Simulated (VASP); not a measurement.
# Ru5F in VASP: a series of runs, part 2 of 2

VASP 6.6.1. The steps go on from the part before.

## 4. Single point, PBE

INCAR

```
SYSTEM = Ru5F
PREC = Accurate
ENCUT = 520
EDIFF = 1E-6
ISMEAR = 0
SIGMA = 0.1
LREAL = .FALSE.
LASPH = .TRUE.
NELM = 80
ALGO = Fast
ISIF = 2
LWAVE = .FALSE.
LCHARG = .FALSE.
LDIPOL = .TRUE.
IDIPOL = 3
DIPOL = 0.5 0.5 0.385
GGA = PE
NBANDS = 48
```

KPOINTS

```
Automatic mesh
0
G
  12 12 1
  0 0 0
```

POSCAR

```
Ru5F
1.0
    2.7197977465      0.0000000000      0.0000000000
   -1.3598988732      2.3554139416      0.0000000000
    0.0000000000      0.0000000000     24.0359895925
Ru F
5 1
Direct
    0.6666666667      0.3333333333      0.1664171132
    0.3333333333      0.6666666667      0.2557968275
    0.6666666667      0.3333333333      0.3452060919
    0.3333333333      0.6666666667      0.4352311869
    0.6666666667      0.3333333333      0.5215507997
    1.3333333333      0.6666666667      0.5879788420
```

Potentials or basis: VASP PAW PBE potentials, release 64 (Ru_pv, F).

The run is started by

```sh
> cat potpaw_PBE.64/Ru_pv/POTCAR potpaw_PBE.64/F/POTCAR > POTCAR
> mpirun -np 1 vasp_std > vasp.out
```

OUTCAR:

```text
SYSTEM = Ru5F
   PREC = Accurate
   ENCUT = 520
   EDIFF = 1E-6
   ISMEAR = 0
   LREAL = .FALSE.
   LASPH = .TRUE.
   NELM = 80
   ISIF = 2
   GGA = PE

 ion  position               nearest neighbor table
   1  0.667  0.333  0.166-   2 2.66   2 2.66   2 2.66
   2  0.333  0.667  0.256-   1 2.66   1 2.66   1 2.66   3 2.66   3 2.66   3 2.66
   3  0.667  0.333  0.345-   2 2.66   2 2.66   2 2.66   4 2.67   4 2.67   4 2.67
   4  0.333  0.667  0.435-   5 2.60   5 2.60   5 2.60   3 2.67   3 2.67   3 2.67
   5  0.667  0.333  0.522-   6 2.24   6 2.24   6 2.24   4 2.60   4 2.60   4 2.60
   6  0.333  0.667  0.588-   5 2.24   5 2.24   5 2.24

  LATTYP: Found a hexagonal cell.
 ALAT       =     2.7197977465
 C/A-ratio  =     8.8374180115

  Lattice vectors:

 A1 = (   2.7197977465,   0.0000000000,   0.0000000000)
 A2 = (  -1.3598988732,   2.3554139416,   0.0000000000)
 A3 = (   0.0000000000,   0.0000000000,  24.0359895925)

Analysis of symmetry for initial positions (statically):
=====================================================================
 Subroutine PRICEL returns:
 Original cell was already a primitive cell.

 Routine SETGRP: Setting up the symmetry group for a
 hexagonal supercell.

 Subroutine GETGRP returns: Found  6 space group operations
 (whereof  6 operations were pure point group operations)
 out of a pool of 24 trial point group operations.

The static configuration has the point symmetry C_3v.

Analysis of symmetry for dynamics (positions and initial velocities):
=====================================================================
 Subroutine PRICEL returns:
 Original cell was already a primitive cell.

 Routine SETGRP: Setting up the symmetry group for a
 hexagonal supercell.

 Subroutine GETGRP returns: Found  6 space group operations
 (whereof  6 operations were pure point group operations)
 out of a pool of 24 trial point group operations.

The dynamic configuration has the point symmetry C_3v.

 Subroutine INISYM returns: Found  6 space group operations
[... 127 lines left out ...]
   IVDW    =     0    specifies the selected vdW correction
   LEPSILON=     F    determine dielectric tensor
   LRPA    =     F    only Hartree local field effects (RPA)
 non-spin polarized calculation
 RMM-DIIS sequential band-by-band and
 Gauss-broadening in eV      SIGMA  =   0.10
  energy-cutoff  :      520.00
  volume of cell :      153.98
 maximum number of plane-waves:      4185
   NGX = 11   NGY = 11   NGZ = 89

 dipolmoment           0.000000      0.000000     -0.072365 electrons x Angstroem

 number of electron      77.0000015 magnetization

 dipolmoment           0.000000      0.000000      0.089599 electrons x Angstroem

 Free energy of the ion-electron system (eV)
  ---------------------------------------------------
  ext. energy  EPLUGINS =         0.00000000
  ---------------------------------------------------
  free energy    TOTEN  =       -48.10835953 eV

  energy without entropy =      -48.06633263  energy(sigma->0) =      -48.08734608

 E-fermi :   2.5720     XC(G=0):  -7.5424

 val. band max:        2.5497975759   @ k =   0.3333   0.2500   0.0000
 cond. band min:       2.5984474403   @ k =   0.3333   0.3333   0.0000
 fundamental gap:      0.0486498644
 Fermi energy:         2.5719625560

 k-point     1 :       0.0000    0.0000    0.0000
  band No.  band energies     occupation
      1     -41.2229      2.00000
      2     -40.9196      2.00000
      3     -40.5956      2.00000
      4     -40.4536      2.00000
      5     -40.4536      2.00000
      6     -40.2793      2.00000
[... 958 lines left out ...]
     47       9.9362      0.00000
     48      10.3355      0.00000

------------------------ aborting loop because EDIFF is reached ----------------------------------------

 vacuum level on the upper side and lower side of the slab       (xc-potential included)         0.985        -1.498

  FORCE on cell =-STRESS in cart. coord.  units (eV):
  Direction    XX          YY          ZZ          XY          YZ          ZX
  --------------------------------------------------------------------------------------
  -------------------------------------------------------------------------------------
  Total       -1.3314053     -1.3314053     -1.6962586     -0.0000000      0.0000000     -0.0000000
  in kB      -13.8533563    -13.8533562    -17.6496781     -0.0000000      0.0000000     -0.0000000
  external PRESSURE =     -15.1187969 kB  Pullay stress =       0.0000000 kB

 VOLUME and BASIS-vectors are now :
 -----------------------------------------------------------------------------
  energy-cutoff  :      520.00
  volume of cell :      153.98
      direct lattice vectors                 reciprocal lattice vectors
     2.719797746  0.000000000  0.000000000     0.367674398  0.212276913  0.000000000
    -1.359898873  2.355413942  0.000000000     0.000000000  0.424553826  0.000000000
     0.000000000  0.000000000 24.035989592     0.000000000  0.000000000  0.041604278

 POSITION                                       TOTAL-FORCE (eV/Angst)
 -----------------------------------------------------------------------------------
      1.35990      0.78514      4.00000        -0.000000      0.000000      0.749637
     -0.00000      1.57028      6.14833        -0.000000      0.000000     -0.799694
      1.35990      0.78514      8.29737        -0.000000      0.000000     -0.015840
     -0.00000      1.57028     10.46121        -0.000000     -0.000000      0.196090
      1.35990      0.78514     12.53599        -0.000000      0.000000     -0.148065
     -0.00000      1.57028     14.13265         0.000000     -0.000000      0.017871
 -----------------------------------------------------------------------------------
    total drift:                                0.000001     -0.000001     -0.000387

  FREE ENERGIE OF THE ION-ELECTRON SYSTEM (eV)
  ---------------------------------------------------
  free  energy   TOTEN  =       -48.1083595279 eV

  energy  without entropy=      -48.0663326337  energy(sigma->0) =      -48.08734608

 vacuum level on the upper side and lower side of the slab         9.979         7.446
```

Run time: 6.6 min. Hardware: 1 thread of Oxide Virtual Turin-like, shared host; peak memory 0.27 GiB.

Results:

```
Free energy            : -48.1084 eV
Largest force          : 0.800 eV/Å
Band gap on the k mesh : zero (an odd number of electrons rules out a gap without spin polarisation)
```

Forces in eV/Å, atoms in the order of the input:
```
Ru   0.000  0.000  0.750
Ru   0.000  0.000 -0.800
Ru   0.000  0.000 -0.016
Ru   0.000  0.000  0.196
Ru   0.000  0.000 -0.148
F    0.000  0.000  0.018
```

Levels at points of the mesh, in eV from the Fermi level:
```csv
k point,band 35,band 36,band 37,band 38,band 39,band 40,band 41,band 42
"(0.00, 0.00, 0.00)",-2.26,-1.92,-1.92,-0.99,-0.99,-0.81,-0.26,-0.26
"(0.50, 0.00, 0.00)",-0.56,0.55,0.89,1.16,1.21,1.36,1.46,1.50
```

## 5. The runs side by side

```tsv
cell	further INCAR settings	gap on the mesh (eV)	largest force (eV/Å)
as given, atomic positions A	ALGO = Fast; EDIFF = 1e-07; NBANDS = 48	none	0.96
as given, atomic positions B	ALGO = Fast; EDIFF = 1e-07; NBANDS = 48	none	0.85
as given, atomic positions C	ALGO = Fast; EDIFF = 1e-06; NBANDS = 48	none	0.80
```

Alike in all rows: task single point; level PBE; potentials or basis VASP PAW PBE potentials, release 64 (Ru_pv, F); no spin polarisation; k mesh 12 × 12 × 1; cutoff (eV) 520; smearing gaussian 0.1 eV.

Total energies depend on the potentials used, so only differences within one code and one set of settings carry meaning.

The gap in the log of VASP goes by the Fermi energy; the results here count the filled bands.